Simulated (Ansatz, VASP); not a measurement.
**One calculation of Ge, two programs**

POSCAR

```
Ge
1.0
   -4.0034553964      0.0000000000      0.0000000000
   -2.0017276982     -3.4670940762      0.0000000000
    0.0000000000      0.0000000000     13.6526505051
Ge
8
Direct
    0.0000000000      1.0000000000      0.1510927038
    0.0000000000      0.0000000000      0.3305958335
    0.0000000000      0.0000000000      0.6327812411
    0.0000000000      1.0000000000      0.8122843709
    0.3333333333      0.3333333333      0.0906695050
    0.6666666667      0.6666666667      0.3910190323
    0.6666666667      0.6666666667      0.5723580424
    0.3333333333      0.3333333333      0.8727075696
```

INCAR.step1

```
PREC = Accurate ; ENCUT = 520
ISMEAR = 0 ; SIGMA = 0.03
LREAL = False ; LASPH = True
NELM = 60 ; NBANDS = 66
GGA = PE ; ALGO = Normal
EDIFF = 1E-4 ; LWAVE = True
LCHARG = False
```

File INCAR.step2:

```
PREC = Accurate ; ENCUT = 520
EDIFF = 1E-7 ; ISMEAR = 0
SIGMA = 0.03 ; LREAL = False
LASPH = True ; NELM = 60
ALGO = Normal ; ISIF = 2
LWAVE = False ; LCHARG = True
METAGGA = R2SCAN ; LMIXTAU = True
LELF = True ; LVHAR = True
NBANDS = 66 ; ISTART = 1
```

The input KPOINTS:

```
Automatic mesh
0
Gamma
  10 10 3
```

Input for Ansatz:

```yaml
crystal:
  lattice:
    - [-4.0034553964, 0.0, 0.0]
    - [-2.0017276982, -3.4670940762, 0.0]
    - [0.0, 0.0, 13.6526505051]
  atoms:
    - { symbol: Ge, position: [0.0, 1.0, 0.1510927038] }
    - { symbol: Ge, position: [0.0, 0.0, 0.3305958335] }
    - { symbol: Ge, position: [0.0, 0.0, 0.6327812411] }
    - { symbol: Ge, position: [0.0, 1.0, 0.8122843709] }
    - { symbol: Ge, position: [0.3333333333, 0.3333333333, 0.090669505] }
    - { symbol: Ge, position: [0.6666666667, 0.6666666667, 0.3910190323] }
    - { symbol: Ge, position: [0.6666666667, 0.6666666667, 0.5723580424] }
    - { symbol: Ge, position: [0.3333333333, 0.3333333333, 0.8727075696] }
basis:
  ecutwfc: 500
kpoints:
  mp_grid: { grid: [10, 10, 3] }
hamiltonian:
  xc: r2scan
scf:
  occupations: { method: gaussian, width: 0.03 }
output:
  forces: true
  stress: true
  eigenvalues: true
```

Alike in both runs: task single point; functional r2SCAN; k mesh 10 × 10 × 3; occupations gaussian, width 0.03 eV; no spin polarisation.

```csv
,VASP,Ansatz
version,VASP 6.6.1,Ansatz 0.2.0
potentials or method,"VASP PAW PBE potentials, release 64 (Ge_d), cutoff 520 eV","scalar-relativistic, plane waves, PAW"
valence electrons in the cell,112,112
```

```csv
,VASP,Ansatz,Ansatz less VASP
gap on the k mesh at the Fermi level (eV),0.03,0.03,+0.003
least direct gap on the mesh (eV),0.03,0.03,+0.003
pressure (GPa),-1.1,-1.1,-0.02
"traceless stress, the component that is largest in VASP (GPa)",-2.58,-2.56,+0.026
rms of the force components (eV/Å),0.367,0.365,-0.0016
```

VASP's potentials were made for PBE, not for r2SCAN. Atom by atom the forces differ by 0.002 eV/Å (rms over components).
